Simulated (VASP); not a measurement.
Rb:

```
CELL_PARAMETERS angstrom
-2.80250 2.80250 2.80250
2.80250 -2.80250 2.80250
2.80250 2.80250 -2.80250
ATOMIC_POSITIONS crystal
Rb 0.00000 0.00000 0.00000
```

| Property | Result |
| --- | --- |
| Program | VASP 6.6.1 |
| Task | relaxation of cell and atoms |
| Functional | LDA |
| Potentials or basis | VASP PAW LDA potentials, release 64 (Rb_sv) |
| Cutoff | 600 eV |
| k mesh | 5 × 5 × 5 |
| Occupations | fermi-dirac, width 0.1 eV |
| Spin | no spin polarisation |

At the start: pressure -0.4 GPa; volume 88.04 Å³/atom.

Problem. Where does the relaxation end?

Solution. Over 5 steps the energy falls by 14.0 meV/atom and the volume is 77.36 Å³/atom (-12.1 %); space group Im-3m (No. 229, to 0.1 Å) before and after.

The path:
```csv
step,energy change (eV),largest force (eV/Å),pressure (GPa),volume (Å³)
1,0.0000,0.0000,-0.37,88.04
2,-0.0053,0.0000,-0.30,85.50
3,-0.0129,0.0000,-0.12,79.89
4,-0.0040,0.0000,0.46,69.41
5,-0.0140,0.0000,-0.01,77.36
```

Final structure:
```
Rb
1.0
    -2.68418    2.68418    2.68418
     2.68418   -2.68418    2.68418
     2.68418    2.68418   -2.68418
Rb
1
Direct
  0.00000 0.00000 0.00000
```
